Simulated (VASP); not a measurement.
Wanted: the native input for a VASP 6.6.1 run.

| Item | Value |
| --- | --- |
| Task | single point |
| Functional | PBE |
| Potentials or basis | VASP PAW PBE potentials, release 64 (Sn_d, Ge_d) |
| Cutoff | 520 eV |
| k mesh | 6 × 6 × 6 |
| Occupations | gaussian, width 0.1 eV |
| Spin | no spin polarisation |
| Dipole correction | no |
| Further INCAR settings | ALGO = Normal; EDIFF = 1e-07; NBANDS = 43 |

The structure of SnGe4 lies in POSCAR:

```
SnGe4
1.0
   -3.4646100600      3.4646100600      2.1912118000
    3.4646100600     -3.4646100600      2.1912118000
    3.4646100600      3.4646100600     -2.1912118000
Sn Ge
1 4
Direct
    0.0000000000      0.0000000000      0.0000000000
    0.2000000000      0.6000000000      0.8000000000
    0.8000000000      0.4000000000      0.2000000000
    0.4000000000      0.2000000000      0.6000000000
    0.6000000000      0.8000000000      0.4000000000
```

These files were run (other wordings do the same):

INCAR

```
SYSTEM = SnGe4
  PREC = Accurate
  ENCUT = 520
  EDIFF = 1E-7
  ISMEAR = 0
  SIGMA = 0.1
  LREAL = .FALSE.
  LASPH = .TRUE.
  NELM = 100
  ALGO = Normal
  ISIF = 2
  LWAVE = .FALSE.
  LCHARG = .FALSE.
  GGA = PE
  NBANDS = 43
```

KPOINTS

```
Automatic mesh
0
G
  6 6 6
  0 0 0
```

Potentials or basis: VASP PAW PBE potentials, release 64 (Sn_d, Ge_d).

The run is started by

```sh
$ cat potpaw_PBE.64/Sn_d/POTCAR potpaw_PBE.64/Ge_d/POTCAR > POTCAR
$ mpirun -np 1 vasp_std > vasp.out
```

Results of the run:

```json
{
  "Pressure": "1.0 GPa",
  "Largest force": "0.167 eV/Å",
  "Band gap on the k mesh": "zero (bands 35 and 36 overlap by 2.55 eV)"
}
```

Caveat: spin-orbit coupling is left out, which moves the levels of the heavy elements.

Wall time 3.6 min on 1 thread of Intel Xeon 8259CL, with other jobs on the host, peak memory 0.31 GiB.
